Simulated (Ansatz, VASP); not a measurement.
## Al9H in VASP and in Ansatz

```
CELL_PARAMETERS angstrom
5.70709 0.00000 0.00000
-1.42677 9.70148 0.00000
0.00000 0.00000 22.79037
ATOMIC_POSITIONS crystal
Al 0.26622 0.06489 0.17551
Al 0.76622 0.06489 0.17551
Al 0.33548 0.34192 0.21920
Al 0.83548 0.34192 0.21920
Al 0.14933 0.59733 0.22794
Al 0.64933 0.59733 0.22794
Al 0.46318 0.85274 0.23668
Al 0.96318 0.85274 0.23668
Al 0.03198 0.12771 0.28083
Al 0.53198 0.12771 0.28083
Al 0.09979 0.40422 0.33011
Al 0.59979 0.40422 0.33011
Al 0.41440 0.65967 0.33698
Al 0.91440 0.65967 0.33698
Al 0.22631 0.91108 0.34493
Al 0.72631 0.91108 0.34493
Al 0.29624 0.18141 0.38571
Al 0.79624 0.18141 0.38571
H 0.60626 0.39149 0.54367
H 0.60626 0.45778 0.54367
```

Alike in both runs: task single point; functional PBE; k mesh 5 × 3 × 1; occupations gaussian, width 0.1 eV; no spin polarisation.

```csv
,VASP,Ansatz
version,VASP 6.6.1,Ansatz 0.2.0
potentials or method,"VASP PAW PBE potentials, release 64 (Al, H), cutoff 520 eV","scalar-relativistic, plane waves, PAW"
valence electrons in the cell,56,56
```

|  | VASP | Ansatz | Ansatz less VASP |
| --- | --- | --- | --- |
| gap on the k mesh at the Fermi level (eV) | none | none | - |
| rms of the force components (eV/Å) | 0.894 | 0.888 | -0.0061 |

Atom by atom the forces differ by 0.006 eV/Å (rms over components). A gap of «none» marks a metal or a gap that the smearing closes. The functional is the same, so the differences come from potentials, cutoffs and numerics. Ansatz's warnings: xc potential rough in thin density.
